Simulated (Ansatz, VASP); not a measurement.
**One calculation of GaSb, two programs**

```
CELL_PARAMETERS angstrom
0.00000 2.72161 2.72161
2.72161 0.00000 2.72161
2.72161 2.72161 0.00000
ATOMIC_POSITIONS crystal
Ga 0.00000 0.00000 0.00000
Sb 0.50000 0.50000 0.50000
```

Alike in both runs: task relaxation of cell and atoms; functional r2SCAN; k mesh 12 × 12 × 12; occupations fermi-dirac, width 0.05 eV; no spin polarisation.

```csv
,VASP,Ansatz
version,VASP 6.6.1,Ansatz 0.2.0
potentials or method,"VASP PAW PBE potentials, release 64 (Ga_d, Sb)","PAW with Ansatz's default frozen-core files, scalar-relativistic"
plane-wave cutoff (eV),600,500
valence electrons in the cell,18,28
```

VASP gave:

| Property | Result |
| --- | --- |
| relaxed volume (Å³/atom) | 23.64 |
| relaxed cell length with the largest relative difference (Å) | 4.059 |

**Question.** Which values does Ansatz return?

**Answer.** Relaxed volume (Å³/atom): 23.62; relaxed cell length with the largest relative difference (Å): 4.058.

VASP's potentials were made for PBE, not for r2SCAN. VASP's potentials hold 18 valence electrons a cell and Ansatz's 28, so a difference there can come from the potentials and not from the codes.

Spin-orbit coupling is off throughout. Noted on VASP's run: the volume moved by over 15 % at a fixed basis, so the end points are rough.
